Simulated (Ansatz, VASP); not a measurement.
One calculation of Cd, two programs

The input INCAR:

```
SYSTEM = Cd
PREC = Accurate
ENCUT = 600
EDIFF = 1E-6
ISMEAR = 0
SIGMA = 0.1
LREAL = .FALSE.
LASPH = .TRUE.
NELM = 100
ALGO = Normal
ISIF = 3
LWAVE = .FALSE.
LCHARG = .FALSE.
GGA = PE
IBRION = 2
NSW = 90
EDIFFG = -0.04
```

KPOINTS

```
Automatic mesh
0
G
  6 6 6
  0 0 0
```

POSCAR

```
Cd
1.0
    1.9157489346      1.1060581631      3.5525267142
   -1.9157489346      1.1060581631      3.5525267142
    0.0000000000     -2.2121163262      3.5525267142
Cd
2
Direct
    0.2275400000      0.2275400000      0.2275400000
    0.7724600000      0.7724600000      0.7724600000
```

Input for Ansatz:

```yaml
crystal:
  lattice:
    - [1.9157489346, 1.1060581631, 3.5525267142]
    - [-1.9157489346, 1.1060581631, 3.5525267142]
    - [0.0, -2.2121163262, 3.5525267142]
  atoms:
    - { symbol: Cd, position: [0.22754, 0.22754, 0.22754] }
    - { symbol: Cd, position: [0.77246, 0.77246, 0.77246] }
basis:
  ecutwfc: 420
kpoints:
  mp_grid: { grid: [6, 6, 6] }
hamiltonian:
  xc: pbe
scf:
  occupations: { method: gaussian, width: 0.1 }
  lower_state_search: "off"
output:
  forces: true
  stress: true
  eigenvalues: true
relax:
  adjacent_minimum: "off"
  f_tol: 0.04
  max_steps: 70
  cell: { stress_tol: 0.4 }
```

Alike in both runs: task relaxation of cell and atoms; functional PBE; k mesh 6 × 6 × 6; occupations gaussian, width 0.1 eV; no spin polarisation.

|  | VASP | Ansatz |
| --- | --- | --- |
| version | VASP 6.6.1 | Ansatz 0.2.0 |
| potentials or method | VASP PAW PBE potentials, release 64 (Cd), cutoff 600 eV | scalar-relativistic, plane waves, PAW |
| valence electrons in the cell | 24 | 40 |

|  | VASP | Ansatz | Ansatz less VASP |
| --- | --- | --- | --- |
| gap on the k mesh at the Fermi level, each at its own relaxed structure (eV) | none | none | - |
| relaxed volume (Å³/atom) | 27.07 | 23.41 | -3.668 |
| relaxed length of the cell vector where the two differ most in proportion (Å) | 4.382 | 5.059 | +0.6765 |

A gap of «none» marks a metal or a gap that the smearing closes. One of these differences is far larger than is usual between the two programs; its cause wasn't traced. VASP's potentials hold 24 valence electrons a cell and Ansatz's 40, so a difference there can come from the potentials and not from the codes.

Noted on VASP's run: the volume moved by over 15 % at a fixed basis, so the end points are rough.
